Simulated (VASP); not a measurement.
Crystal: GaAs3.

```xyz
8
Lattice="5.7785 0.0000 0.0000 -2.8892 5.0043 0.0000 0.0000 0.0000 5.3797" Properties=species:S:1:pos:R:3 pbc="T T T"
Ga    0.0000    3.3362    2.6899
Ga    2.8892    1.6681    2.6899
As    1.7962    0.0000    1.1986
As   -0.8981    1.5556    1.1986
As    1.9911    3.4487    1.1986
As   -1.9911    3.4487    4.1811
As    3.9822    0.0000    4.1811
As    0.8981    1.5556    4.1811
```

The cell was built from a structure type or drawn by symmetry, and may not be a known phase.

| Item | Value |
| --- | --- |
| Program | VASP 6.6.1 |
| Task | relaxation of cell and atoms |
| Functional | PBE |
| Potentials or basis | VASP PAW PBE potentials, release 64 (Ga_d, As) |
| Cutoff | 600 eV |
| k mesh | 3 × 3 × 4 |
| Occupations | gaussian, width 0.1 eV |
| Spin | no spin polarisation |

At the start: pressure 6.4 GPa; volume 19.45 Å³/atom.

Where does the relaxation end?

Over 41 steps the energy falls by 402.8 meV/atom and the volume is 23.14 Å³/atom (+19.0 %); space group P-31m (No. 162, to 0.1 Å) before and after.

The path:
| step | energy change (eV) | largest force (eV/Å) | pressure (GPa) | volume (Å³) |
| --- | --- | --- | --- | --- |
| 1 | 0.0000 | 1.3295 | 6.39 | 155.57 |
| 3 | -0.6316 | 0.6539 | -3.33 | 173.40 |
| 5 | -0.5787 | 1.9328 | 10.93 | 153.98 |
| 7 | -1.3934 | 0.4382 | 3.49 | 159.62 |
| 9 | -1.4557 | 0.3382 | 1.43 | 161.89 |
| 11 | -1.5193 | 0.4016 | 0.56 | 167.17 |
| 13 | -1.7199 | 0.8241 | -3.53 | 180.73 |
| 15 | -1.9852 | 1.3371 | -6.72 | 200.55 |
| 17 | -2.0603 | 1.3185 | -6.82 | 203.18 |
| 19 | -2.2983 | 1.1518 | -6.69 | 213.91 |
| 21 | -2.3641 | 0.9658 | -6.39 | 217.98 |
| 23 | -2.4658 | 0.8164 | -5.94 | 217.55 |
| 25 | -3.0357 | 0.1478 | -2.33 | 197.86 |
| 27 | -3.1023 | 0.3126 | -0.35 | 190.54 |
| 29 | -3.1132 | 0.3308 | -0.07 | 189.14 |
| 31 | -3.1743 | 0.1185 | 0.19 | 185.00 |
| 33 | -3.1867 | 0.0524 | 0.54 | 182.11 |
| 35 | -3.2014 | 0.2207 | -0.57 | 185.73 |
| 37 | -3.2178 | 0.1346 | -0.50 | 186.50 |
| 39 | -3.2187 | 0.0986 | -0.50 | 186.68 |
| 41 | -3.2222 | 0.0368 | 0.09 | 185.10 |

Final structure:
```
Ga As
1.0
     6.59914    0.00000    0.00000
    -3.29957    5.71502    0.00000
     0.00000    0.00000    4.90804
Ga As
2 6
Direct
  0.33333 0.66667 0.50000
  0.66667 0.33333 0.50000
  0.34529 0.00000 0.14450
  0.00000 0.34529 0.14450
  0.65471 0.65471 0.14450
  0.00000 0.65471 0.85550
  0.65471 0.00000 0.85550
  0.34529 0.34529 0.85550
```

Caveat: the k points lie up to 0.37 Å⁻¹ apart in the final cell, too coarse for converged energies and pressures of a metal; the volume moved by over 15 % at a fixed basis, so the end points are rough.
